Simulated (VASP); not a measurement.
Input of a VASP 6.6.1 run:

INCAR

```
PREC = Accurate
ENCUT = 520
EDIFF = 1E-8
ISMEAR = -1
SIGMA = 0.03
LREAL = False
LASPH = True
NELM = 100
ALGO = Normal
ISIF = 2
LWAVE = False
LCHARG = False
GGA = PE
LEFG = True
NBANDS = 35
```

KPOINTS

```
regular mesh
0
Gamma
  4 4 6
```

The input POSCAR:

```
SnO2
1.0
    4.7373500000     -0.0710602500     -0.0710602500
   -0.0710602500      4.7373500000     -0.0710602500
   -0.0477960000     -0.0477960000      3.1864000000
Sn O
2 4
Direct
    0.0000000000      0.0000000000      0.0000000000
    0.5000000000      0.5000000000      0.5000000000
    0.3056200000      0.3056200000      0.0000000000
    0.1943800000      0.8056200000      0.5000000000
    0.6943800000      0.6943800000      0.0000000000
    0.8056200000      0.1943800000      0.5000000000
```

Potentials or basis: VASP PAW PBE potentials, release 64 (Sn_d, O).

Command:

```bash
$ cat potpaw_PBE.64/Sn_d/POTCAR potpaw_PBE.64/O/POTCAR > POTCAR
$ mpirun -np 1 vasp_std > vasp.out
```

Estimate the largest force.

0.427 eV/Å.

Predict the pressure.

12.1 GPa.

Electric field gradients, principal values (V/Å²):
```
atom    least   middle  greatest (by size)
1 Sn  -21.065  -46.744              67.809
2 Sn   26.683   81.894            -108.577
 3 O   49.579   56.641            -106.220
 4 O   43.263   62.948            -106.211
 5 O   49.579   56.641            -106.220
 6 O   43.263   62.948            -106.211
```

Caveat: the cell differs from its parent crystal (equal xy, yz and zx shear strains of -3 %); without QUAD_EFG the Cq values of the log hold for a quadrupole moment of 1 mb, not for the nuclei.
